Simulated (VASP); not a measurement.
**ZrH: single point with PBEsol**

ZrH:

```
Zr H
1.0
     3.15276    0.00000    0.00000
     0.00000    3.15276    0.00000
     0.00000    0.00000    4.95668
Zr H
2 2
Direct
  0.00000 0.50000 0.00000
  0.50000 0.00000 0.50000
  0.00000 0.00000 0.75000
  0.00000 0.00000 0.25000
```

```
Program             : VASP 6.6.1
Task                : single point
Functional          : PBEsol
Potentials or basis : VASP PAW PBE potentials, release 64 (Zr_sv, H)
Cutoff              : 520 eV
k mesh              : 14 × 14 × 8
Occupations         : gaussian, width 0.1 eV
Spin                : no spin polarisation
```

| Quantity | Value |
| --- | --- |
| Pressure | 4.0 GPa |
| Band gap on the k mesh | zero (bands 13 and 14 overlap by 0.90 eV) |

Levels at points of the mesh, in eV from the Fermi level:
| k point | band 10 | band 11 | band 12 | band 13 | band 14 | band 15 | band 16 | band 17 |
| --- | --- | --- | --- | --- | --- | --- | --- | --- |
| (0.00, 0.00, 0.00) | -3.46 | -3.16 | -2.94 | -0.08 | 0.86 | 0.86 | 2.19 | 3.82 |
| (0.50, 0.00, 0.00) | -5.57 | -1.86 | -0.86 | -0.56 | -0.27 | 1.87 | 2.12 | 2.55 |
| (0.50, 0.50, 0.00) | -3.61 | -3.08 | -3.08 | -1.99 | 3.29 | 4.11 | 4.60 | 4.60 |
| (0.00, 0.00, 0.50) | -6.76 | -1.82 | -1.82 | -0.12 | -0.12 | 2.04 | 2.04 | 2.64 |
| (0.50, 0.00, 0.50) | -3.84 | -2.87 | -0.27 | 0.16 | 0.73 | 0.80 | 1.31 | 4.29 |
| (0.50, 0.50, 0.50) | -5.49 | -2.14 | -2.14 | -0.28 | -0.28 | 1.65 | 1.65 | 5.73 |

Wall time 69 s on 1 thread of Intel(R) Xeon(R) Platinum 8559C (Emerald Rapids), on a shared host, peak memory 0.27 GiB.

Caveat: the cell stands under pressure; the PAW data sets were made with another functional, which shifts forces and pressure a little.
